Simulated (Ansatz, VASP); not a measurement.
**Two plane-wave programs on SrO**

Contents of INCAR:

```
PREC = Accurate
ENCUT = 520
EDIFF = 1E-6
ISMEAR = 0
SIGMA = 0.01
LREAL = F
LASPH = T
NELM = 100
ALGO = Normal
ISIF = 2
LWAVE = F
LCHARG = F
GGA = PE
NBANDS = 15
```

KPOINTS

```
regular mesh
0
Gamma
  8 8 8
```

POSCAR

```
SrO
1.0
    0.0000000000      2.5443505505      2.5443505505
    2.5443505505      0.0000000000      2.5443505505
    2.5443505505      2.5443505505      0.0000000000
Sr O
1 1
Direct
    0.5000000000      0.5000000000      0.5000000000
    0.0000000000      0.0000000000      0.0000000000
```

Input for Ansatz:

```yaml
crystal:
  lattice:
    - [0.0, 2.5443505505, 2.5443505505]
    - [2.5443505505, 0.0, 2.5443505505]
    - [2.5443505505, 2.5443505505, 0.0]
  atoms:
    - { symbol: Sr, position: [0.5, 0.5, 0.5] }
    - { symbol: O, position: [0.0, 0.0, 0.0] }
kpoints:
  mp_grid: { grid: [8, 8, 8] }
hamiltonian:
  xc: pbe
scf:
  occupations: { method: fixed }
  n_extra_bands: 4
output:
  forces: true
  stress: true
  eigenvalues: true
```

Alike in both runs: task single point; functional PBE; k mesh 8 × 8 × 8; no spin polarisation.

```csv
,VASP,Ansatz
version,VASP 6.6.1,Ansatz 0.2.0
potentials or method,"VASP PAW PBE potentials, release 64 (Sr_sv, O)","plane waves, PAW"
plane-wave cutoff (eV),520,420
occupations,"gaussian, width 0.01 eV",fixed
valence electrons in the cell,16,16
```

```tsv
	VASP	Ansatz	Ansatz less VASP
gap on the k mesh at the Fermi level (eV)	3.24	3.30	+0.052
pressure (GPa)	6.7	6.0	-0.68
```
